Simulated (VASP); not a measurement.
# AlNi (rocksalt type) (Fm-3m) in VASP: notebook

Runs on AlNi (rocksalt type). Level: LDA. Tasks: single point.

All numbers are computed with VASP 6.6.1; they aren't measurements. Logs are shortened: lines on timing, memory, paths and dates and some standing lists are left out, and cuts for length are marked.

### Step 1. The cell of the first run

It takes space group Fm-3m (No. 225, cubic). The conventional cell has a = 4.551 Å, b = 4.551 Å, c = 4.551 Å, α = 90.00°, β = 90.00°, γ = 90.00°. Within 3.0 Å of Ni (site symmetry m-3m) lie 6 Al at 2.28 Å. Al (site symmetry m-3m) has 6 Ni at 2.28 Å within 3.0 Å.

### Step 2. Single point, LDA (11.78 Å³/atom)

Contents of INCAR:

```
PREC     = Accurate       # precision mode
ENCUT    = 520            # plane-wave cutoff, eV
EDIFF    = 1E-6           # SCF threshold, eV
ISMEAR   = -1             # smearing method
SIGMA    = 0.1            # smearing width, eV
LREAL    = False          # projectors in reciprocal space
LASPH    = True           # aspherical terms in the spheres
NELM     = 80             # most SCF steps
ALGO     = Normal         # electronic algorithm
ISIF     = 2              # what is computed and relaxed
LWAVE    = False          # write WAVECAR
LCHARG   = True           # write CHGCAR
GGA      = CA             # functional
LELF     = True           # ELF
LVHAR    = True         
NBANDS   = 14             # bands
```

Contents of KPOINTS:

```
regular mesh
0
Gamma
  15 15 15
```

Contents of POSCAR:

```
AlNi
1.0
    0.0000000000      2.2755934533      2.2755934533
    2.2755934533      0.0000000000      2.2755934533
    2.2755934533      2.2755934533      0.0000000000
Ni Al
1 1
Direct
    0.0000000000      0.0000000000      0.0000000000
    0.5000000000      0.5000000000      0.5000000000
```

Potentials or basis: VASP PAW LDA potentials, release 64 (Ni, Al).

On the command line:

```
$ cat potpaw_LDA.64/Ni/POTCAR potpaw_LDA.64/Al/POTCAR > POTCAR
$ mpirun -np 1 vasp_std > vasp.out
```

OUTCAR:

```text
PREC = Accurate
   ENCUT = 520
   EDIFF = 1E-6
   ISMEAR = -1
   LREAL = False
   LASPH = True
   NELM = 80
   ISIF = 2
   GGA = CA

 ion  position               nearest neighbor table
   1  0.000  0.000  0.000-   2 2.28   2 2.28   2 2.28   2 2.28   2 2.28   2 2.28
   2  0.500  0.500  0.500-   1 2.28   1 2.28   1 2.28   1 2.28   1 2.28   1 2.28

  LATTYP: Found a face centered cubic cell.
 ALAT       =     4.5511869066

  Lattice vectors:

 A1 = (   0.0000000000,   2.2755934533,   2.2755934533)
 A2 = (   2.2755934533,   0.0000000000,   2.2755934533)
 A3 = (   2.2755934533,   2.2755934533,   0.0000000000)

Analysis of symmetry for initial positions (statically):
=====================================================================
 Subroutine PRICEL returns:
 Original cell was already a primitive cell.

 Routine SETGRP: Setting up the symmetry group for a
 face centered cubic supercell.

 Subroutine GETGRP returns: Found 48 space group operations
 (whereof 48 operations were pure point group operations)
 out of a pool of 48 trial point group operations.

The static configuration has the point symmetry O_h .

Analysis of symmetry for dynamics (positions and initial velocities):
=====================================================================
 Subroutine PRICEL returns:
 Original cell was already a primitive cell.

 Routine SETGRP: Setting up the symmetry group for a
 face centered cubic supercell.

 Subroutine GETGRP returns: Found 48 space group operations
 (whereof 48 operations were pure point group operations)
 out of a pool of 48 trial point group operations.

The dynamic configuration has the point symmetry O_h .

 Subroutine INISYM returns: Found 48 space group operations
 (whereof 48 operations are pure point group operations),
 and found     1 'primitive' translations

----------------------------------------------------------------------------------------

                                     Primitive cell

  volume of cell :      23.5675

  direct lattice vectors                    reciprocal lattice vectors
     0.000000000  2.275593453  2.275593453    -0.219722903  0.219722903  0.219722903
     2.275593453  0.000000000  2.275593453     0.219722903 -0.219722903  0.219722903
     2.275593453  2.275593453  0.000000000     0.219722903  0.219722903 -0.219722903

  length of vectors
     3.218175124  3.218175124  3.218175124     0.380571232  0.380571232  0.380571232

  position of ions in fractional coordinates (direct lattice)
     0.000000000  0.000000000  0.000000000
     0.500000000  0.500000000  0.500000000

  ion indices of the primitive-cell ions
   primitive index   ion index
                 1           1
                 2           2

----------------------------------------------------------------------------------------

 KPOINTS: regular mesh

Automatic generation of k-mesh.
 Grid dimensions read from file:
 generate k-points for:   15   15   15

 Generating k-lattice:

  Cartesian coordinates                     Fractional coordinates (reciprocal lattice)
    -0.014648194  0.014648194  0.014648194     0.066666667  0.000000000  0.000000000
     0.014648194 -0.014648194  0.014648194     0.000000000  0.066666667  0.000000000
     0.014648194  0.014648194 -0.014648194     0.000000000  0.000000000  0.066666667

  Length of vectors
     0.025371415  0.025371415  0.025371415

  Shift w.r.t. Gamma in fractional coordinates (k-lattice)
     0.000000000  0.000000000  0.000000000

 Subroutine IBZKPT returns following result:
 ===========================================

 Found    120 irreducible k-points:

 Following reciprocal coordinates:
            Coordinates               Weight
  0.000000  0.000000  0.000000      1.000000
  0.066667  0.000000  0.000000      8.000000
  0.133333  0.000000  0.000000      8.000000
  0.200000  0.000000  0.000000      8.000000
  0.266667  0.000000  0.000000      8.000000
  0.333333  0.000000  0.000000      8.000000
[... 16 lines left out ...]
  0.133333  0.133333  0.000000      6.000000
  0.200000  0.133333  0.000000     24.000000
 [... further k-points ...]
   k-points           NKPTS =    120   k-points in BZ     NKDIM =    120   number of bands    NBANDS=     14
   number of dos      NEDOS =    301   number of ions     NIONS =      2
   total plane-waves  NPLWV =  13824
   dimension x,y,z NGX =    24 NGY =   24 NGZ =   24
   dimension x,y,z NGXF=    48 NGYF=   48 NGZF=   48
   ions per type =               1   1
   NGX,Y,Z   is equivalent  to a cutoff of  12.40, 12.40, 12.40 a.u.
   NGXF,Y,Z  is equivalent  to a cutoff of  24.80, 24.80, 24.80 a.u.
 SYSTEM =  unknown system
   PREC   = accura    normal or accurate (medium, high low for compatibility)
   ISTART =      0    job   : 0-new  1-cont  2-samecut
   ICHARG =      2    charge: 1-file 2-atom 10-const
   ISPIN  =      1    spin polarized calculation?
   LNONCOLLINEAR =      F non collinear calculations
   LSORBIT =      F    spin-orbit coupling
   LASPH  =      T    aspherical Exc in radial PAW
   ENCUT  =  520.0 eV  38.22 Ry    6.18 a.u.   5.98  5.98  5.98*2*pi/ulx,y,z
   NELM   =     80;   NELMIN=  2; NELMDL= -5     # of ELM steps
   EDIFF  = 0.1E-05   stopping-criterion for ELM
   LREAL  =      F    real-space projection
   EDIFFG = 0.1E-04   stopping-criterion for IOM
   NSW    =      0    number of steps for IOM
   IBRION =     -1    ionic relax: 0-MD 1-quasi-New 2-CG
   NFREE  =      0    steps in history (QN), initial steepest desc. (CG)
   ISIF   =      2    stress and relaxation
   ISYM   =      2    0-nonsym 1-usesym 2-fastsym
   POTIM  = 0.5000    time-step for ionic-motion
   TEBEG  =    0.0;   TEEND  =   0.0 temperature during run
   PSTRESS=    0.0 pullay stress
   NELECT =      13.0000    total number of electrons
   NUPDOWN=      -1.0000    fix difference up-down
   EMIN   =  10.00;   EMAX   =-10.00  energy-range for DOS
   EFERMI =   0.00;   METHOD = LEGACY
   ISMEAR =    -1;   SIGMA  =   0.10  broadening in eV -4-tet -1-fermi 0-gaus
   EFERMI_NEDOS =   21; number of points for ismear=-14 and -15
   IALGO  =     38    algorithm
   IMIX   =      4    mixing-type and parameters
     AMIX     =   0.40;   BMIX     =  1.00
     AMIX_MAG =   1.60;   BMIX_MAG =  1.00
  volume/ion in A,a.u.               =      11.78        79.52
  Fermi-wavevector in a.u.,A,eV,Ry     =   1.342614  2.537173 24.526042  1.802613
  Thomas-Fermi vector in A             =   2.470754
   LORBIT       =      0    0 simple, 1 ext, 2 COOP (PROOUT), +10 PAW based schemes
   GGA     = CA    functional components
   LHFCALC =     F    Hartree Fock is set to
   AEXX    =    0.0000 exact exchange contribution
   IVDW    =     0    specifies the selected vdW correction
   LEPSILON=     F    determine dielectric tensor
   LRPA    =     F    only Hartree local field effects (RPA)
 non-spin polarized calculation
  energy-cutoff  :      520.00
  volume of cell :       23.57
 maximum number of plane-waves:       650
   NGX = 11   NGY = 11   NGZ = 11

 number of electron      12.9999992 magnetization

 Free energy of the ion-electron system (eV)
  ---------------------------------------------------
  ext. energy  EPLUGINS =         0.00000000
  ---------------------------------------------------
  free energy    TOTEN  =       -10.67150263 eV

  energy without entropy =      -10.65019474  energy(sigma->0) =      -10.66084869

 E-fermi :   9.9711     XC(G=0): -12.2878

 val. band max:        9.9267335873   @ k =   0.4667   0.2000   0.0667
 cond. band min:      10.0406703024   @ k =   0.4667   0.2667   0.0000
 fundamental gap:      0.1139367151
 Fermi energy:         9.9710813515

 k-point     1 :       0.0000    0.0000    0.0000
  band No.  band energies     occupation
      1      -1.1672      2.00000
      2       7.2028      2.00000
      3       7.2028      2.00000
      4       7.2028      2.00000
      5       7.3039      2.00000
      6       7.3039      2.00000
      7      17.8397      0.00000
      8      17.8397      0.00000
      9      17.8397      0.00000
     10      21.4100      0.00000
     11      21.4100      0.00000
     12      21.4100      0.00000
     13      22.1715      0.00000
     14      26.4584      0.00000

 k-point     2 :       0.0667    0.0000    0.0000
  band No.  band energies     occupation
      1      -1.0684      2.00000
      2       7.1640      2.00000
      3       7.2171      2.00000
      4       7.2171      2.00000
      5       7.2981      2.00000
      6       7.2981      2.00000
      7      17.0714      0.00000
      8      17.7780      0.00000
      9      17.7780      0.00000
     10      20.8779      0.00000
     11      21.5965      0.00000
     12      21.5965      0.00000
     13      23.4000      0.00000
     14      25.1813      0.00000

 k-point     3 :       0.1333    0.0000    0.0000
  band No.  band energies     occupation
      1      -0.7736      2.00000
      2       7.0483      2.00000
      3       7.1796      2.00000
      4       7.1796      2.00000
      5       7.3626      2.00000
      6       7.3626      2.00000
      7      15.4291      0.00000
      8      17.6313      0.00000
      9      17.6313      0.00000
     10      20.5679      0.00000
     11      22.0287      0.00000
     12      22.0287      0.00000
     13      23.8775      0.00000
     14      23.8775      0.00000

 k-point     4 :       0.2000    0.0000    0.0000
  band No.  band energies     occupation
      1      -0.2875      2.00000
      2       6.8522      2.00000
      3       7.0849      2.00000
      4       7.0849      2.00000
      5       7.5050      2.00000
      6       7.5050      2.00000
      7      13.6219      0.00000
      8      17.4652      0.00000
      9      17.4652      0.00000
     10      20.3560      0.00000
     11      21.8942      0.00000
     12      21.8942      0.00000
     13      23.5957      0.00000
     14      23.5957      0.00000

 k-point     5 :       0.2667    0.0000    0.0000
  band No.  band energies     occupation
      1       0.3806      2.00000
      2       6.5536      2.00000
      3       6.9746      2.00000
      4       6.9746      2.00000
      5       7.6824      2.00000
      6       7.6824      2.00000
      7      11.9261      0.00000
      8      17.3199      0.00000
      9      17.3199      0.00000
     10      20.1384      0.00000
     11      20.9963      0.00000
[... 276 lines left out ...]
 k-point    22 :      -0.0667    0.0667    0.0000
  band No.  band energies     occupation
      1      -0.9044      2.00000
      2       7.1044      2.00000
      3       7.1979      2.00000
      4       7.2374      2.00000
      5       7.2617      2.00000
      6       7.3588      2.00000
      7      16.5212      0.00000
      8      16.7398      0.00000
      9      18.1905      0.00000
     10      20.6773      0.00000
     11      21.5440      0.00000
     12      22.1597      0.00000
     13      23.5817      0.00000
     14      24.4875      0.00000

 k-point    23 :       0.1333    0.1333    0.0000
  band No.  band energies     occupation
      1      -0.6441      2.00000
      2       7.0211      2.00000
      3       7.0969      2.00000
      4       7.3144      2.00000
      5       7.3144      2.00000
      6       7.3694      2.00000
      7      16.2317      0.00000
      8      16.2317      0.00000
      9      17.5545      0.00000
     10      19.2398      0.00000
     11      21.0348      0.00000
     12      23.1356      0.00000
     13      23.1356      0.00000
     14      25.5383      0.00000

 k-point    24 :       0.2000    0.1333    0.0000
  band No.  band energies     occupation
      1      -0.2892      2.00000
      2       6.9032      2.00000
      3       6.9789      2.00000
      4       7.2826      2.00000
      5       7.4036      2.00000
      6       7.4924      2.00000
      7      14.9344      0.00000
      8      15.7208      0.00000
      9      17.7547      0.00000
     10      19.2099      0.00000
     11      19.6382      0.00000
     12      23.4570      0.00000
     13      23.6938      0.00000
     14      26.2695      0.00000

 [... further k-points ...]

------------------------ aborting loop because EDIFF is reached ----------------------------------------

  FORCE on cell =-STRESS in cart. coord.  units (eV):
  Direction    XX          YY          ZZ          XY          YZ          ZX
  --------------------------------------------------------------------------------------
  -------------------------------------------------------------------------------------
  Total        3.2375401      3.2375401      3.2375401     -0.0000000      0.0000000     -0.0000000
  in kB      220.0957825    220.0957825    220.0957825     -0.0000000      0.0000000     -0.0000000
  external PRESSURE =     220.0957825 kB  Pullay stress =       0.0000000 kB

 VOLUME and BASIS-vectors are now :
 -----------------------------------------------------------------------------
  energy-cutoff  :      520.00
  volume of cell :       23.57
      direct lattice vectors                 reciprocal lattice vectors
     0.000000000  2.275593453  2.275593453    -0.219722903  0.219722903  0.219722903
     2.275593453  0.000000000  2.275593453     0.219722903 -0.219722903  0.219722903
     2.275593453  2.275593453  0.000000000     0.219722903  0.219722903 -0.219722903

 POSITION                                       TOTAL-FORCE (eV/Angst)
 -----------------------------------------------------------------------------------
      0.00000      0.00000      0.00000         0.000000      0.000000      0.000000
      2.27559      2.27559      2.27559        -0.000000      0.000000     -0.000000
 -----------------------------------------------------------------------------------
    total drift:                                0.000000     -0.000000     -0.000000

  FREE ENERGIE OF THE ION-ELECTRON SYSTEM (eV)
  ---------------------------------------------------
  free  energy   TOTEN  =       -10.6715026318 eV

  energy  without entropy=      -10.6501947392  energy(sigma->0) =      -10.66084869
```

Wall time 16 s (1 thread of Intel Xeon Platinum 8559C (Emerald Rapids), shared host); peak memory 0.15 GiB.

Results:

```yaml
Free_energy: -10.6715 eV
Pressure: 22.0 GPa
Band_gap_on_the_k_mesh: zero (an odd number of electrons rules out a gap without spin polarisation)
```

Caveat: the cell stands under pressure. Spin polarisation is off, so any magnetic state and its effect on volume and gap are missing.

### Step 3. Single point, LDA (12.59 Å³/atom)

This run uses another cell than the first one, of 12.59 Å³/atom.

Contents of INCAR:

```
SYSTEM = AlNi
ALGO = Normal
EDIFF = 1E-6
ENCUT = 520
GGA = CA
ISIF = 2
ISMEAR = -1
LASPH = .True.
LCHARG = .True.
LELF = .True.
LREAL = .False.
LVHAR = .True.
LWAVE = .False.
NBANDS = 14
NELM = 80
PREC = Accurate
SIGMA = 0.1
```

Contents of KPOINTS:

```
k-points
0
Gamma
  15 15 15
  0 0 0
```

Contents of POSCAR:

```
AlNi
1.0
    0.0000000000      2.3261786719      2.3261786719
    2.3261786719      0.0000000000      2.3261786719
    2.3261786719      2.3261786719      0.0000000000
Ni Al
1 1
Direct
    0.0000000000      0.0000000000      0.0000000000
    0.5000000000      0.5000000000      0.5000000000
```

Potentials or basis: VASP PAW LDA potentials, release 64 (Ni, Al).

On the command line:

```
$ cat potpaw_LDA.64/Ni/POTCAR potpaw_LDA.64/Al/POTCAR > POTCAR
$ mpirun -np 1 vasp_std > vasp.out
```

Run time: 16 s. Hardware: 1 thread of Intel Xeon Platinum 8559C (Emerald Rapids), shared host; peak memory 0.16 GiB.

Results (log left out):

| Item | Value |
| --- | --- |
| Free energy | -10.8260 eV |
| Pressure | 9.4 GPa |
| Band gap on the k mesh | zero (an odd number of electrons rules out a gap without spin polarisation) |

Levels at points of the mesh, in eV from the Fermi level:
```
           k point  band 3  band 4  band 5  band 6  band 7  band 8  band 9  band 10
(0.00, 0.00, 0.00)   -2.49   -2.49   -2.42   -2.42    7.43    7.43    7.43    11.14
```

Caveat: the cell stands under pressure. Spin polarisation is off, so any magnetic state and its effect on volume and gap are missing.
